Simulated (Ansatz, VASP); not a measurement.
Pt: VASP beside Ansatz

The input INCAR:

```
SYSTEM = Pt
  ALGO = Fast
  EDIFF = 1E-7
  ENCUT = 520
  GGA = CA
  ISIF = 2
  ISMEAR = 0
  LASPH = .TRUE.
  LCHARG = .FALSE.
  LREAL = .FALSE.
  LWAVE = .FALSE.
  NBANDS = 28
  NELM = 60
  PREC = Accurate
  SIGMA = 0.15
```

File KPOINTS:

```
k-points
0
G
  18 18 6
  0 0 0
```

File POSCAR:

```
Pt
1.0
    2.7082945870      0.0000000000      0.0000000000
   -1.3541472935      2.3454519133      0.0000000000
    0.0000000000      0.0000000000      9.3530207388
Pt
4
Direct
    0.6419237501      0.3222480496      0.3750000000
    0.6419237501      0.3222480496      0.8750000000
    0.3580762499      0.6777519504      0.1250000000
    0.3580762499      0.6777519504      0.6250000000
```

Input for Ansatz:

```yaml
crystal:
  lattice:
    - [2.708294587, 0.0, 0.0]
    - [-1.3541472935, 2.3454519133, 0.0]
    - [0.0, 0.0, 9.3530207388]
  atoms:
    - { symbol: Pt, position: [0.6419237501, 0.3222480496, 0.375] }
    - { symbol: Pt, position: [0.6419237501, 0.3222480496, 0.875] }
    - { symbol: Pt, position: [0.3580762499, 0.6777519504, 0.125] }
    - { symbol: Pt, position: [0.3580762499, 0.6777519504, 0.625] }
basis:
  ecutwfc: 420
kpoints:
  mp_grid: { grid: [18, 18, 6] }
hamiltonian:
  xc: lda
  pseudopotentials: { kind: paw, azcp: { folder: soft_1 } }
scf:
  occupations: { method: gaussian, width: 0.15 }
output:
  forces: true
  stress: true
  eigenvalues: true
```

Change from the starting cell: mode 1 frozen in at -0.052 Å and mode 2 at -0.026 Å (largest displacements).

Alike in both runs: task single point; functional LDA; k mesh 18 × 18 × 6; occupations gaussian, width 0.15 eV; no spin polarisation.

```csv
,VASP,Ansatz
version,VASP 6.6.1,Ansatz 0.2.0
potentials or method,"VASP PAW LDA potentials, release 64 (Pt), cutoff 520 eV","scalar-relativistic, plane waves, PAW"
valence electrons in the cell,40,72
```

```tsv
	VASP	Ansatz	Ansatz less VASP
gap on the k mesh at the Fermi level (eV)	none	none	-
pressure (GPa)	1.0	0.2	-0.81
traceless stress, the component that is largest in VASP (GPa)	-0.30	-0.02	+0.285
rms of the force components (eV/Å)	0.031	0.033	+0.0024
```

Ansatz warns that its potentials were made for another functional, while VASP's fit it. LDA's correlation is that of Perdew and Zunger in VASP and of Perdew and Wang (1992) in Ansatz. Atom by atom the forces differ by 0.002 eV/Å (rms over components). A gap of «none» marks a metal or a gap that the smearing closes. VASP's potentials hold 40 valence electrons a cell and Ansatz's 72, so a difference there can come from the potentials and not from the codes.

Neither program's run includes spin-orbit coupling.
